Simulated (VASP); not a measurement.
CsPbCl3: single point with PBEsol

The system is CsPbCl3.

```
CELL_PARAMETERS angstrom
5.60500 0.00000 0.00000
0.00000 5.60500 0.00000
0.00000 0.00000 5.60500
ATOMIC_POSITIONS crystal
Cs 0.00000 0.00000 0.00000
Pb 0.45986 0.50000 0.50000
Cl 0.00000 0.50000 0.50000
Cl 0.50000 0.00000 0.50000
Cl 0.50000 0.50000 0.00000
```

This cell differs from its parent crystal: atom 2 (Pb) moved by (-0.225, +0.000) A along x and y.

- Program: VASP 6.6.1
- Task: single point
- Functional: PBEsol
- Potentials or basis: VASP PAW PBE potentials, release 64 (Cs_sv, Pb_d, Cl)
- Cutoff: 520 eV
- k mesh: 6 × 6 × 6
- Occupations: gaussian, width 0.05 eV
- Spin: no spin polarisation
- Dipole correction: no
- Further INCAR settings: ALGO = Normal; EDIFF = 1e-06; NBANDS = 30

| Quantity | Value |
| --- | --- |
| Pressure | 0.6 GPa |
| Largest force | 0.828 eV/Å |
| Band gap on the k mesh | 1.84 eV |

Forces in eV/Å, atoms in the order of the input:
```
Cs  -0.050  0.000  0.000
Pb   0.828  0.000  0.000
Cl  -0.682  0.000  0.000
Cl  -0.048  0.000  0.000
Cl  -0.048  0.000  0.000
```

Stress tensor (GPa, compression positive):
```
1.32 0.00 0.00
0.00 0.19 0.00
0.00 0.00 0.19
```

Levels at points of the mesh, in eV from the valence-band top:
```tsv
k point	band 18	band 19	band 20	band 21	band 22	band 23	band 24	band 25	band 26	band 27
(0.00, 0.00, 0.00)	-2.75	-2.64	-2.56	-2.55	-2.55	3.14	4.13	4.16	4.89	4.89
(0.50, 0.00, 0.00)	-2.91	-2.77	-2.63	-2.63	-1.81	3.11	4.53	5.06	5.14	5.14
(0.00, 0.50, 0.00)	-2.77	-2.76	-2.74	-2.67	-1.63	2.95	4.55	5.07	5.08	5.22
(0.50, 0.50, 0.00)	-2.86	-2.83	-2.80	-2.30	-0.82	2.44	2.62	4.77	5.26	5.60
(0.00, 0.50, 0.50)	-2.84	-2.84	-2.74	-2.21	-0.75	2.46	2.46	4.90	5.32	5.65
(0.50, 0.50, 0.50)	-2.73	-2.29	-2.29	-2.20	0.00	1.84	1.84	2.04	4.93	5.46
```

Wall time 4.1 min on 1 thread of Intel Xeon 8259CL, on a shared host, peak memory 0.38 GiB.

Caveat: the cell differs from its parent crystal (atom 2 (Pb) moved by (-0.225, +0.000) A along x and y); the PAW data sets were made with another functional, which shifts forces and pressure a little; spin-orbit coupling is left out, which moves the levels of the heavy elements. A k mesh can miss the band edges.
